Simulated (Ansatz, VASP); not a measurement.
## One calculation of LaGa3Au, two programs

```xyz
5
Lattice="0.0000 4.4039 0.0000 4.4039 0.0000 0.0000 2.2020 2.2020 -5.3707" Properties=species:S:1:pos:R:3 pbc="T T T"
La    2.2020    2.2020   -3.9357
Au    4.4039    4.4039   -5.1516
Ga    2.2020    4.4039   -1.2600
Ga    4.4039    2.2020   -1.2600
Ga    4.4039    4.4039   -2.6693
```

Alike in both runs: task single point; functional PBE; k mesh 6 × 6 × 6; occupations fermi-dirac, width 0.0116 eV; no spin polarisation.

|  | VASP | Ansatz |
| --- | --- | --- |
| version | VASP 6.6.1 | Ansatz 0.2.0 |
| potentials or method | VASP PAW PBE potentials, release 64 (La, Au, Ga_d), cutoff 520 eV | PAW plane waves |
| valence electrons in the cell | 61 | 69 |

Ansatz gave:

| Item | Value |
| --- | --- |
| pressure (GPa) | 1.1 |
| traceless stress, the component that is largest in VASP (GPa) | 0.14 |
| rms of the force components (eV/Å) | 0.193 |

**Question.** Estimate VASP's values.

**Answer.** Pressure (GPa): 1.1; traceless stress, the component that is largest in VASP (GPa): 0.18; rms of the force components (eV/Å): 0.191.

Atom by atom the forces differ by 0.005 eV/Å (rms over components). VASP's potentials hold 61 valence electrons a cell and Ansatz's 69, so a difference there can come from the potentials and not from the codes.

Spin-orbit coupling is off throughout.
